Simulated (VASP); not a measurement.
# Li (Im-3m) in VASP: further runs

Runs on Li. Level: PBEsol. Tasks: single point, relaxation of cell and atoms.

Everything below comes from runs of VASP 6.6.1. Logs are shortened: lines on timing, memory, paths and dates and some standing lists are left out, and cuts for length are marked.

## Step 1: The cell of the first run

It takes space group Im-3m (No. 229, cubic). The conventional cell has a = 3.430 Å, b = 3.430 Å, c = 3.430 Å, α = 90.00°, β = 90.00°, γ = 90.00°. Li (site symmetry m-3m) has 14 Li at 2.97 to 3.43 Å within 3.9 Å.

## Step 2: Single point, PBEsol

Input file INCAR:

```
ALGO = Normal
EDIFF = 1E-6
ENCUT = 520
GGA = PS
ISIF = 2
ISMEAR = 0
LASPH = True
LCHARG = False
LREAL = False
LWAVE = False
NBANDS = 8
NELM = 60
PREC = Accurate
SIGMA = 0.05
```

Input file KPOINTS:

```
k-points
0
Gamma
  9 9 9
```

Input file POSCAR:

```
Li
1.0
   -1.7148654170      1.7148654170      1.7148654170
    1.7148654170     -1.7148654170      1.7148654170
    1.7148654170      1.7148654170     -1.7148654170
Li
1
Direct
    0.0000000000      0.0000000000      0.0000000000
```

Potentials or basis: VASP PAW PBE potentials, release 64 (Li_sv).

The run is started by

```console
cat potpaw_PBE.64/Li_sv/POTCAR > POTCAR
mpirun -np 1 vasp_std > vasp.out
```

OUTCAR:

```text
EDIFF = 1E-6
   ENCUT = 520
   GGA = PS
   ISIF = 2
   ISMEAR = 0
   LASPH = True
   LREAL = False
   NELM = 60
   PREC = Accurate

 ion  position               nearest neighbor table
   1  0.000  0.000  0.000-

  LATTYP: Found a body centered cubic cell.
 ALAT       =     3.4297308340

  Lattice vectors:

 A1 = (  -1.7148654170,   1.7148654170,   1.7148654170)
 A2 = (   1.7148654170,  -1.7148654170,   1.7148654170)
 A3 = (   1.7148654170,   1.7148654170,  -1.7148654170)

Analysis of symmetry for initial positions (statically):
=====================================================================
 Subroutine PRICEL returns:
 Original cell was already a primitive cell.

 Routine SETGRP: Setting up the symmetry group for a
 body centered cubic supercell.

 Subroutine GETGRP returns: Found 48 space group operations
 (whereof 48 operations were pure point group operations)
 out of a pool of 48 trial point group operations.

The static configuration has the point symmetry O_h .

Analysis of symmetry for dynamics (positions and initial velocities):
=====================================================================
 Subroutine PRICEL returns:
 Original cell was already a primitive cell.

 Routine SETGRP: Setting up the symmetry group for a
 body centered cubic supercell.

 Subroutine GETGRP returns: Found 48 space group operations
 (whereof 48 operations were pure point group operations)
 out of a pool of 48 trial point group operations.

The dynamic configuration has the point symmetry O_h .

 Subroutine INISYM returns: Found 48 space group operations
 (whereof 48 operations are pure point group operations),
 and found     1 'primitive' translations

----------------------------------------------------------------------------------------

                                     Primitive cell

  volume of cell :      20.1721

  direct lattice vectors                    reciprocal lattice vectors
    -1.714865417  1.714865417  1.714865417     0.000000000  0.291568070  0.291568070
     1.714865417 -1.714865417  1.714865417     0.291568070  0.000000000  0.291568070
     1.714865417  1.714865417 -1.714865417     0.291568070  0.291568070  0.000000000

  length of vectors
     2.970234030  2.970234030  2.970234030     0.412339519  0.412339519  0.412339519

  position of ions in fractional coordinates (direct lattice)
     0.000000000  0.000000000  0.000000000

  ion indices of the primitive-cell ions
   primitive index   ion index
                 1           1

----------------------------------------------------------------------------------------

 KPOINTS: k-points

Automatic generation of k-mesh.
 Grid dimensions read from file:
 generate k-points for:    9    9    9

 Generating k-lattice:

  Cartesian coordinates                     Fractional coordinates (reciprocal lattice)
     0.000000000  0.032396452  0.032396452     0.111111111  0.000000000  0.000000000
     0.032396452  0.000000000  0.032396452     0.000000000  0.111111111  0.000000000
     0.032396452  0.032396452  0.000000000     0.000000000  0.000000000  0.111111111

  Length of vectors
     0.045815502  0.045815502  0.045815502

  Shift w.r.t. Gamma in fractional coordinates (k-lattice)
     0.000000000  0.000000000  0.000000000

 Subroutine IBZKPT returns following result:
 ===========================================

 Found     35 irreducible k-points:

 Following reciprocal coordinates:
            Coordinates               Weight
  0.000000  0.000000  0.000000      1.000000
  0.111111  0.000000  0.000000     12.000000
  0.222222  0.000000  0.000000     12.000000
  0.333333  0.000000  0.000000     12.000000
  0.444444  0.000000  0.000000     12.000000
  0.111111  0.111111  0.000000     24.000000
[... 16 lines left out ...]
 -0.333333  0.444444  0.111111     48.000000
 -0.444444 -0.444444  0.111111     24.000000
 [... further k-points ...]
   k-points           NKPTS =     35   k-points in BZ     NKDIM =     35   number of bands    NBANDS=      8
   number of dos      NEDOS =    301   number of ions     NIONS =      1
   total plane-waves  NPLWV =  13824
   dimension x,y,z NGX =    24 NGY =   24 NGZ =   24
   dimension x,y,z NGXF=    48 NGYF=   48 NGZF=   48
   ions per type =               1
   NGX,Y,Z   is equivalent  to a cutoff of  13.43, 13.43, 13.43 a.u.
   NGXF,Y,Z  is equivalent  to a cutoff of  26.87, 26.87, 26.87 a.u.
 SYSTEM =  unknown system
   PREC   = accura    normal or accurate (medium, high low for compatibility)
   ISTART =      0    job   : 0-new  1-cont  2-samecut
   ICHARG =      2    charge: 1-file 2-atom 10-const
   ISPIN  =      1    spin polarized calculation?
   LNONCOLLINEAR =      F non collinear calculations
   LSORBIT =      F    spin-orbit coupling
   LASPH  =      T    aspherical Exc in radial PAW
   ENCUT  =  520.0 eV  38.22 Ry    6.18 a.u.   5.52  5.52  5.52*2*pi/ulx,y,z
   NELM   =     60;   NELMIN=  2; NELMDL= -5     # of ELM steps
   EDIFF  = 0.1E-05   stopping-criterion for ELM
   LREAL  =      F    real-space projection
   EDIFFG = 0.1E-04   stopping-criterion for IOM
   NSW    =      0    number of steps for IOM
   IBRION =     -1    ionic relax: 0-MD 1-quasi-New 2-CG
   NFREE  =      0    steps in history (QN), initial steepest desc. (CG)
   ISIF   =      2    stress and relaxation
   ISYM   =      2    0-nonsym 1-usesym 2-fastsym
   POTIM  = 0.5000    time-step for ionic-motion
   TEBEG  =    0.0;   TEEND  =   0.0 temperature during run
   PSTRESS=    0.0 pullay stress
   NELECT =       3.0000    total number of electrons
   NUPDOWN=      -1.0000    fix difference up-down
   EMIN   =  10.00;   EMAX   =-10.00  energy-range for DOS
   EFERMI =   0.00;   METHOD = LEGACY
   ISMEAR =     0;   SIGMA  =   0.05  broadening in eV -4-tet -1-fermi 0-gaus
   EFERMI_NEDOS =   21; number of points for ismear=-14 and -15
   IALGO  =     38    algorithm
   IMIX   =      4    mixing-type and parameters
     AMIX     =   0.40;   BMIX     =  1.00
     AMIX_MAG =   1.60;   BMIX_MAG =  1.00
  volume/ion in A,a.u.               =      20.17       136.13
  Fermi-wavevector in a.u.,A,eV,Ry     =   0.867358  1.639070 10.235805  0.752310
  Thomas-Fermi vector in A             =   1.985881
   LORBIT       =      0    0 simple, 1 ext, 2 COOP (PROOUT), +10 PAW based schemes
   GGA     = PS    functional components
   LHFCALC =     F    Hartree Fock is set to
   AEXX    =    0.0000 exact exchange contribution
   IVDW    =     0    specifies the selected vdW correction
   LEPSILON=     F    determine dielectric tensor
   LRPA    =     F    only Hartree local field effects (RPA)
 non-spin polarized calculation
 Gauss-broadening in eV      SIGMA  =   0.05
  energy-cutoff  :      520.00
  volume of cell :       20.17
 maximum number of plane-waves:       559
 NGX is ok and might be reduce to    24
   NGX = 11   NGY = 11   NGZ = 11

 number of electron       3.0000002 magnetization

 Free energy of the ion-electron system (eV)
  ---------------------------------------------------
  ext. energy  EPLUGINS =         0.00000000
  ---------------------------------------------------
  free energy    TOTEN  =        -1.96809185 eV

  energy without entropy =       -1.96626227  energy(sigma->0) =       -1.96717706

 E-fermi :   0.5986     XC(G=0):  -7.0294

 val. band max:        0.5827546131   @ k =  -0.3333   0.4444   0.1111
 cond. band min:       0.8338743655   @ k =  -0.4444   0.4444   0.1111
 fundamental gap:      0.2511197524
 Fermi energy:         0.5985731285

 k-point     1 :       0.0000    0.0000    0.0000
  band No.  band energies     occupation
      1     -45.2636      2.00000
      2      -2.9207      2.00000
      3      15.3207      0.00000
      4      15.3207      0.00000
      5      15.3208      0.00000
      6      20.0575      0.00000
      7      20.0575      0.00000
      8      20.0575      0.00000

 k-point     2 :       0.1111    0.0000    0.0000
  band No.  band energies     occupation
      1     -45.2612      2.00000
      2      -2.6868      2.00000
      3      13.7265      0.00000
      4      14.3212      0.00000
      5      14.9170      0.00000
      6      18.0413      0.00000
      7      18.1143      0.00000
      8      19.9557      0.00000

 k-point     3 :       0.2222    0.0000    0.0000
  band No.  band energies     occupation
      1     -45.2549      2.00000
      2      -1.9855      2.00000
      3      10.2517      0.00000
      4      12.8199      0.00000
      5      13.9744      0.00000
      6      16.2564      0.00000
      7      17.4301      0.00000
      8      20.1526      0.00000

 k-point     4 :       0.3333    0.0000    0.0000
  band No.  band energies     occupation
      1     -45.2479      2.00000
      2      -0.8356      2.00000
      3       6.9188      0.00000
      4      11.7010      0.00000
      5      13.0869      0.00000
      6      15.0047      0.00000
      7      17.5449      0.00000
      8      21.3244      0.00000

 k-point     5 :       0.4444    0.0000    0.0000
  band No.  band energies     occupation
      1     -45.2432      2.00000
      2       0.5453      1.86830
      3       4.4041      0.00000
      4      11.1238      0.00000
      5      12.5913      0.00000
      6      14.3773      0.00000
      7      17.8122      0.00000
      8      22.9154      0.00000
[... 177 lines left out ...]
 k-point    22 :      -0.4444    0.4444    0.1111
  band No.  band energies     occupation
      1     -45.2415      2.00000
      2       0.8339      0.00000
      3       4.5260      0.00000
      4       9.8075      0.00000
      5      12.5615      0.00000
      6      16.3093      0.00000
      7      16.7931      0.00000
      8      21.0923      0.00000

 k-point    23 :      -0.3333    0.4444    0.1111
  band No.  band energies     occupation
      1     -45.2412      2.00000
      2       0.5828      1.34542
      3       5.7428      0.00000
      4       8.4644      0.00000
      5      13.0394      0.00000
      6      15.1688      0.00000
      7      18.2817      0.00000
      8      20.6164      0.00000

 k-point    24 :      -0.4444   -0.4444    0.1111
  band No.  band energies     occupation
      1     -45.2391      2.00000
      2       1.7325      0.00000
      3       4.0867      0.00000
      4       8.1640      0.00000
      5      12.8026      0.00000
      6      15.8665      0.00000
      7      18.7236      0.00000
      8      18.7404      0.00000

 [... further k-points ...]

------------------------ aborting loop because EDIFF is reached ----------------------------------------

  FORCE on cell =-STRESS in cart. coord.  units (eV):
  Direction    XX          YY          ZZ          XY          YZ          ZX
  --------------------------------------------------------------------------------------
  -------------------------------------------------------------------------------------
  Total       -0.0064303     -0.0064303     -0.0064303      0.0000000      0.0000000     -0.0000000
  in kB       -0.5107322     -0.5107322     -0.5107322      0.0000000      0.0000000     -0.0000000
  external PRESSURE =      -0.5107322 kB  Pullay stress =       0.0000000 kB

 VOLUME and BASIS-vectors are now :
 -----------------------------------------------------------------------------
  energy-cutoff  :      520.00
  volume of cell :       20.17
      direct lattice vectors                 reciprocal lattice vectors
    -1.714865417  1.714865417  1.714865417     0.000000000  0.291568070  0.291568070
     1.714865417 -1.714865417  1.714865417     0.291568070  0.000000000  0.291568070
     1.714865417  1.714865417 -1.714865417     0.291568070  0.291568070  0.000000000

 POSITION                                       TOTAL-FORCE (eV/Angst)
 -----------------------------------------------------------------------------------
      0.00000      0.00000      0.00000         0.000000     -0.000000      0.000000
 -----------------------------------------------------------------------------------
    total drift:                                0.000000      0.000000     -0.000000

  FREE ENERGIE OF THE ION-ELECTRON SYSTEM (eV)
  ---------------------------------------------------
  free  energy   TOTEN  =        -1.9680918548 eV

  energy  without entropy=       -1.9662622714  energy(sigma->0) =       -1.96717706
```

Wall time 2.8 s (1 thread of Intel Xeon Platinum 8488C (Sapphire Rapids), shared host); peak memory 0.13 GiB.

What came out:

- Free energy: -1.9681 eV
- Band gap on the k mesh: zero (an odd number of electrons rules out a gap without spin polarisation)

Levels at points of the mesh, in eV from the Fermi level:
```csv
k point,band 1,band 2,band 3,band 4,band 5,band 6,band 7
"(0.00, 0.00, 0.00)",-45.86,-3.52,14.72,14.72,14.72,19.46,19.46
```

Caveat: the cutoff is under 1.25 times the usual one of these potentials, so pressure, stress and relaxed cells hold a basis-set (Pulay) error; the PAW data sets were made with another functional, which shifts forces and pressure a little.

(Part 1 of 2 ends here.)
